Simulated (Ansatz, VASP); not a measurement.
GaSb: VASP beside Ansatz

Contents of INCAR:

```
PREC = Accurate
ENCUT = 520
EDIFF = 1E-6
ISMEAR = 0
SIGMA = 0.1
LREAL = F
LASPH = T
NELM = 80
ALGO = Normal
ISIF = 2
LWAVE = F
LCHARG = F
GGA = PS
NBANDS = 16
```

File KPOINTS:

```
regular mesh
0
Gamma
  8 8 8
```

POSCAR

```
GaSb
1.0
    0.0000000000      3.0590000000      3.0590000000
    3.0590000000      0.0000000000      3.0590000000
    3.0590000000      3.0590000000      0.0000000000
Sb Ga
1 1
Direct
    0.7500000000      0.7500000000      0.7500000000
    0.0000000000      0.0000000000      0.0000000000
```

File input.yaml:

```yaml
crystal:
  lattice:
    - [0.0, 3.059, 3.059]
    - [3.059, 0.0, 3.059]
    - [3.059, 3.059, 0.0]
  atoms:
    - { symbol: Sb, position: [0.75, 0.75, 0.75] }
    - { symbol: Ga, position: [0.0, 0.0, 0.0] }
kpoints:
  mp_grid: { grid: [8, 8, 8] }
scf:
  occupations: { method: gaussian, width: 0.1 }
hamiltonian:
  xc: pbesol
  pseudopotentials: { kind: all_electron, lapw: { basis_error: 0.001 } }
output:
  forces: true
  stress: true
  eigenvalues: true
```

Alike in both runs: task single point; functional PBEsol; k mesh 8 × 8 × 8; occupations gaussian, width 0.1 eV; no spin polarisation.

|  | VASP | Ansatz |
| --- | --- | --- |
| version | VASP 6.6.1 | Ansatz 0.2.0 |
| potentials or method | VASP PAW PBE potentials, release 64 (Sb, Ga_d), cutoff 520 eV | all-electron LAPW, scalar-relativistic |

|  | VASP | Ansatz | Ansatz less VASP |
| --- | --- | --- | --- |
| gap on the k mesh at the Fermi level (eV) | none | none | - |
| pressure (GPa) | -0.1 | -0.1 | -0.09 |

VASP's potentials were made for PBE, not for PBEsol. A gap of «none» marks a metal or a gap that the smearing closes. Ansatz ran all-electron here, and VASP with PAW potentials.

Spin-orbit coupling is off throughout.
